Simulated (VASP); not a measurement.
# Ca (Fm-3m) in VASP: notebook

The runs below take Ca through single point, relaxation of cell and atoms, with PBEsol.

Everything below comes from runs of VASP 6.6.1. Logs are shortened: lines on timing, memory, paths and dates and some standing lists are left out, and cuts for length are marked.

## (1) The cell of the first run

Symmetry: Fm-3m, No. 225, cubic system. Conventional cell: a = 5.230 Å, b = 5.230 Å, c = 5.230 Å, α = 90.00°, β = 90.00°, γ = 90.00°. Ca (site symmetry m-3m) has 12 Ca at 3.70 Å within 4.9 Å.

## (2) Single point, PBEsol

INCAR reads:

```
ALGO = Normal
EDIFF = 1E-6
ENCUT = 520
GGA = PS
ISIF = 2
ISMEAR = -1
LASPH = True
LCHARG = True
LELF = True
LREAL = False
LVHAR = True
LWAVE = False
NBANDS = 11
NELM = 80
PREC = Accurate
SIGMA = 0.1
```

KPOINTS reads:

```
k-points
0
Gamma
  13 13 13
```

POSCAR reads:

```
Ca
1.0
    0.0000000000      2.6149007140      2.6149007140
    2.6149007140      0.0000000000      2.6149007140
    2.6149007140      2.6149007140      0.0000000000
Ca
1
Direct
    0.0000000000      0.0000000000      0.0000000000
```

Potentials or basis: VASP PAW PBE potentials, release 64 (Ca_sv).

On the command line:

```bash
$ cat potpaw_PBE.64/Ca_sv/POTCAR > POTCAR
$ mpirun -np 1 vasp_std > vasp.out
```

OUTCAR:

```text
EDIFF = 1E-6
   ENCUT = 520
   GGA = PS
   ISIF = 2
   ISMEAR = -1
   LASPH = True
   LREAL = False
   NELM = 80
   PREC = Accurate

 ion  position               nearest neighbor table
   1  0.000  0.000  0.000-

  LATTYP: Found a face centered cubic cell.
 ALAT       =     5.2298014280

  Lattice vectors:

 A1 = (   0.0000000000,   2.6149007140,   2.6149007140)
 A2 = (   2.6149007140,   0.0000000000,   2.6149007140)
 A3 = (   2.6149007140,   2.6149007140,   0.0000000000)

Analysis of symmetry for initial positions (statically):
=====================================================================
 Subroutine PRICEL returns:
 Original cell was already a primitive cell.

 Routine SETGRP: Setting up the symmetry group for a
 face centered cubic supercell.

 Subroutine GETGRP returns: Found 48 space group operations
 (whereof 48 operations were pure point group operations)
 out of a pool of 48 trial point group operations.

The static configuration has the point symmetry O_h .

Analysis of symmetry for dynamics (positions and initial velocities):
=====================================================================
 Subroutine PRICEL returns:
 Original cell was already a primitive cell.

 Routine SETGRP: Setting up the symmetry group for a
 face centered cubic supercell.

 Subroutine GETGRP returns: Found 48 space group operations
 (whereof 48 operations were pure point group operations)
 out of a pool of 48 trial point group operations.

The dynamic configuration has the point symmetry O_h .

 Subroutine INISYM returns: Found 48 space group operations
 (whereof 48 operations are pure point group operations),
 and found     1 'primitive' translations

----------------------------------------------------------------------------------------

                                     Primitive cell

  volume of cell :      35.7598

  direct lattice vectors                    reciprocal lattice vectors
     0.000000000  2.614900714  2.614900714    -0.191211849  0.191211849  0.191211849
     2.614900714  0.000000000  2.614900714     0.191211849 -0.191211849  0.191211849
     2.614900714  2.614900714  0.000000000     0.191211849  0.191211849 -0.191211849

  length of vectors
     3.698028054  3.698028054  3.698028054     0.331188637  0.331188637  0.331188637

  position of ions in fractional coordinates (direct lattice)
     0.000000000  0.000000000  0.000000000

  ion indices of the primitive-cell ions
   primitive index   ion index
[... 73 lines left out ...]
   EDIFF  = 0.1E-05   stopping-criterion for ELM
   LREAL  =      F    real-space projection
   EDIFFG = 0.1E-04   stopping-criterion for IOM
   NSW    =      0    number of steps for IOM
   IBRION =     -1    ionic relax: 0-MD 1-quasi-New 2-CG
   NFREE  =      0    steps in history (QN), initial steepest desc. (CG)
   ISIF   =      2    stress and relaxation
   ISYM   =      2    0-nonsym 1-usesym 2-fastsym
   POTIM  = 0.5000    time-step for ionic-motion
   TEBEG  =    0.0;   TEEND  =   0.0 temperature during run
   PSTRESS=    0.0 pullay stress
   NELECT =      10.0000    total number of electrons
   NUPDOWN=      -1.0000    fix difference up-down
   EMIN   =  10.00;   EMAX   =-10.00  energy-range for DOS
   EFERMI =   0.00;   METHOD = LEGACY
   ISMEAR =    -1;   SIGMA  =   0.10  broadening in eV -4-tet -1-fermi 0-gaus
   EFERMI_NEDOS =   21; number of points for ismear=-14 and -15
   IALGO  =     38    algorithm
   IMIX   =      4    mixing-type and parameters
     AMIX     =   0.40;   BMIX     =  1.00
     AMIX_MAG =   1.60;   BMIX_MAG =  1.00
  volume/ion in A,a.u.               =      35.76       241.32
  Fermi-wavevector in a.u.,A,eV,Ry     =   1.070557  2.023059 15.593520  1.146091
  Thomas-Fermi vector in A             =   2.206270
   LORBIT       =      0    0 simple, 1 ext, 2 COOP (PROOUT), +10 PAW based schemes
   GGA     = PS    functional components
   LHFCALC =     F    Hartree Fock is set to
   AEXX    =    0.0000 exact exchange contribution
   IVDW    =     0    specifies the selected vdW correction
   LEPSILON=     F    determine dielectric tensor
   LRPA    =     F    only Hartree local field effects (RPA)
 non-spin polarized calculation
  energy-cutoff  :      520.00
  volume of cell :       35.76
 maximum number of plane-waves:       974
   NGX = 13   NGY = 13   NGZ = 13

 number of electron      10.0000000 magnetization

 number of electron       9.9999998 magnetization

 Free energy of the ion-electron system (eV)
  ---------------------------------------------------
  ext. energy  EPLUGINS =         0.00000000
  ---------------------------------------------------
  free energy    TOTEN  =        -2.11443282 eV

  energy without entropy =       -2.07666783  energy(sigma->0) =       -2.09555033

 E-fermi :   2.5923     XC(G=0):  -8.3544

 val. band max:        2.5833716236   @ k =  -0.4615   0.1538   0.0000
 cond. band min:       2.6015047242   @ k =  -0.3846   0.2308   0.0769
 fundamental gap:      0.0181331006
 Fermi energy:         2.5923065732

 k-point     1 :       0.0000    0.0000    0.0000
  band No.  band energies     occupation
      1     -38.8759      2.00000
      2     -19.8354      2.00000
      3     -19.8354      2.00000
      4     -19.8354      2.00000
      5      -1.7399      2.00000
      6       5.1236      0.00000
      7       5.1236      0.00000
      8       5.1236      0.00000
      9       6.4343      0.00000
     10       6.4343      0.00000
     11      12.4503      0.00000
[... 309 lines left out ...]
 k-point    24 :       0.4615    0.1538    0.0000
  band No.  band energies     occupation
      1     -38.8451      2.00000
      2     -20.0586      2.00000
      3     -19.8971      2.00000
      4     -19.8825      2.00000
      5       1.2945      2.00000
      6       3.0104      0.03010
      7       4.5597      0.00000
      8       5.3495      0.00000
      9       7.0939      0.00000
     10       7.3091      0.00000
     11       9.0342      0.00000

 [... further k-points ...]
[... 5 lines left out ...]
  --------------------------------------------------------------------------------------
  -------------------------------------------------------------------------------------
  Total        0.6277183      0.6277183      0.6277183     -0.0000000     -0.0000000      0.0000000
  in kB       28.1241750     28.1241750     28.1241750     -0.0000000     -0.0000000      0.0000000
  external PRESSURE =      28.1241750 kB  Pullay stress =       0.0000000 kB

 VOLUME and BASIS-vectors are now :
 -----------------------------------------------------------------------------
  energy-cutoff  :      520.00
  volume of cell :       35.76
      direct lattice vectors                 reciprocal lattice vectors
     0.000000000  2.614900714  2.614900714    -0.191211849  0.191211849  0.191211849
     2.614900714  0.000000000  2.614900714     0.191211849 -0.191211849  0.191211849
     2.614900714  2.614900714  0.000000000     0.191211849  0.191211849 -0.191211849

 POSITION                                       TOTAL-FORCE (eV/Angst)
 -----------------------------------------------------------------------------------
      0.00000      0.00000      0.00000        -0.000000      0.000000     -0.000000
 -----------------------------------------------------------------------------------
    total drift:                               -0.000000     -0.000000     -0.000000

  FREE ENERGIE OF THE ION-ELECTRON SYSTEM (eV)
  ---------------------------------------------------
  free  energy   TOTEN  =        -2.1144328242 eV

  energy  without entropy=       -2.0766678344  energy(sigma->0) =       -2.09555033
```

It took 45 s on 1 thread of Intel Xeon 8259CL, shared host; peak memory 0.17 GiB.

What came out:

* Free energy: -2.1144 eV
* Pressure: 2.8 GPa
* Band gap on the k mesh: zero (bands 5 and 6 overlap by 0.03 eV)

Caveat: the PAW data sets were made with another functional, which shifts forces and pressure a little.

## (3) Single point, PBEsol

INCAR reads:

```
SYSTEM = Ca
PREC = Accurate
ENCUT = 520
EDIFF = 1E-7
ISMEAR = -1
SIGMA = 0.1
LREAL = .False.
LASPH = .True.
NELM = 80
ALGO = Normal
ISIF = 2
LWAVE = .False.
LCHARG = .True.
GGA = PS
LELF = .True.
LVHAR = .True.
NBANDS = 11
```

KPOINTS reads:

```
Automatic mesh
0
Gamma
  13 13 13
  0 0 0
```

POSCAR is that of step 2.

Potentials or basis: VASP PAW PBE potentials, release 64 (Ca_sv).

On the command line:

```bash
$ cat potpaw_PBE.64/Ca_sv/POTCAR > POTCAR
$ mpirun -np 1 vasp_std > vasp.out
```

Run time: 56 s. Hardware: 1 thread of Intel Xeon 8259CL, shared host; peak memory 0.17 GiB.

The run converged. Its results:

| Property | Result |
| --- | --- |
| Free energy | -2.1144 eV |
| Pressure | 2.8 GPa |
| Band gap on the k mesh | zero (bands 5 and 6 overlap by 0.03 eV) |

Levels at points of the mesh, in eV from the Fermi level:
```tsv
k point	band 2	band 3	band 4	band 5	band 6	band 7	band 8	band 9
(0.00, 0.00, 0.00)	-22.43	-22.43	-22.43	-4.33	2.53	2.53	2.53	3.84
```

Caveat: the PAW data sets were made with another functional, which shifts forces and pressure a little.

(Continued in part 2 of 2.)
